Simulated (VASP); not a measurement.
SnTe3, 4 atoms in the cell. Symmetry: Immm, No. 71, orthorhombic system. The conventional cell has a = 5.263 Å, b = 7.400 Å, c = 7.424 Å, α = 90.00°, β = 90.00°, γ = 90.00°. Sn (site symmetry mmm) has 6 Te at 2.95 to 3.71 Å within 3.9 Å. Within 3.1 Å of Te (site symmetry mmm) lie 2 Te at 2.38 Å. Te (site symmetry m2m) has 2 Te at 2.38 to 2.65 Å and 2 Sn at 2.95 Å within 3.1 Å. The cell was generated, and may not be a known phase.

| Item | Value |
| --- | --- |
| Program | VASP 6.6.1 |
| Task | single point |
| Functional | PBE |
| Potentials or basis | VASP PAW PBE potentials, release 64 (Sn_d, Te) |
| Cutoff | 520 eV |
| k mesh | 4 × 4 × 4 |
| Occupations | gaussian, width 0.1 eV |
| Spin | no spin polarisation |
| Dipole correction | no |
| Further INCAR settings | ALGO = Normal; EDIFF = 1e-06; NBANDS = 24 |

Potentials or basis: VASP PAW PBE potentials, release 64 (Sn_d, Te).

Run with:

```bash
$ cat potpaw_PBE.64/Sn_d/POTCAR potpaw_PBE.64/Te/POTCAR > POTCAR
$ mpirun -np 1 vasp_std > vasp.out
```

Hardware: 1 thread of Intel Xeon 8259CL (shared host).

How long does it take, and how much memory?

Wall time 2.4 min on 1 thread of Intel Xeon 8259CL, with other jobs on the host, peak memory 0.34 GiB. Counts: scf iterations 12, k points 18.
